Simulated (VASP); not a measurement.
Wanted: the native input for a VASP 6.6.1 run.

- Task: single point
- Functional: PBE
- Dispersion: D3(BJ)
- Potentials or basis: VASP PAW PBE potentials, release 64 (O_h, C_h, H_h)
- Cutoff: 1000 eV
- k mesh: 1 × 1 × 1
- Occupations: fermi-dirac, width 0.02 eV
- Spin: no spin polarisation
- Dipole correction: no
- Further INCAR settings: LREAL = Auto; ALGO = Normal; EDIFF = 1e-06; NBANDS = 57

The structure of H6C3O lies in POSCAR:

```
H6C3O
1.0
    7.5419870000      0.0000000000      0.0000000000
    0.0000000000      7.5419870000      0.0000000000
    0.0000000000      0.0000000000      7.5419870000
O C H
3 9 18
Direct
   -0.0199682126      0.9426958705      0.7419397567
    0.2094540868      0.4260415723      0.2272610653
    0.7516454218      0.6655805692      1.1890102701
    0.0001060728      0.8157531961      0.6394601317
    0.2793428310      0.2849912099      0.2140019600
    0.7494576694      0.6496431246      1.0305109250
    0.6890226674      0.2105811108      0.5025068327
    0.6833742885      0.1907720074      0.3283352252
    0.4534614021      0.7133796439      0.7095345033
    0.4912896296      0.7155806553      0.5379351622
    0.1221693965      0.3804302500      0.8029183821
    0.1573325438      0.3289716622      0.6402159007
    0.0731637432      0.8357744451      0.5174100671
   -0.0377884502      0.6761613352      0.6626635660
    0.3258822907      0.2261207822      0.3364895750
    0.2969376638      0.2116020619      0.0898569568
    0.8145200993      0.7546950160      0.9380286654
    0.6838516163      0.5328834431      0.9682329073
    0.6857344092      0.3391679142      0.5780041785
    0.6868746923      0.1009946053      0.5900832234
    0.6881210482      0.3122519304      0.2359325202
    0.6604625545      0.0509149645      0.2730049787
    0.5288526750      0.7918072519      0.8069226319
    0.3419125490      0.6356680275      0.7622792243
    0.5999612569      0.7931596806      0.4957181708
    0.4084467396      0.6562461590      0.4310667733
   -0.0041368409      0.3501597126      0.8512875983
    0.2079690670      0.4594412586      0.8895268581
    0.0537258948      0.2529572114      0.5818228008
    0.2783218799      0.3374972670      0.5524008461
```

These files were run (other wordings do the same):

INCAR

```
SYSTEM = H6C3O
PREC = Accurate ; ENCUT = 1000
EDIFF = 1E-6 ; ISMEAR = -1
SIGMA = 0.02 ; LREAL = Auto
LASPH = .TRUE. ; NELM = 120
ALGO = Normal ; ISIF = 2
LWAVE = .FALSE. ; LCHARG = .FALSE.
GGA = PE ; IVDW = 12
NBANDS = 57 ; GGA_COMPAT = .FALSE.
```

KPOINTS

```
Automatic mesh
0
G
  1 1 1
  0 0 0
```

Potentials or basis: VASP PAW PBE potentials, release 64 (O_h, C_h, H_h).

The run is started by

```sh
$ cat potpaw_PBE.64/O_h/POTCAR potpaw_PBE.64/C_h/POTCAR potpaw_PBE.64/H_h/POTCAR > POTCAR
$ mpirun -np 1 vasp_gam > vasp.out
```

Results of the run:

```
Pressure                   : 0.4 GPa
Largest force              : 2.148 eV/Å
Dispersion energy per atom : -0.037 eV
```

Caveat: the k points lie up to 0.83 Å⁻¹ apart, too coarse for converged energies, forces and pressures.

Wall time 58 s on 1 thread of Intel(R) Xeon(R) 6975P-C (Granite Rapids), with other jobs on the host, peak memory 0.93 GiB.
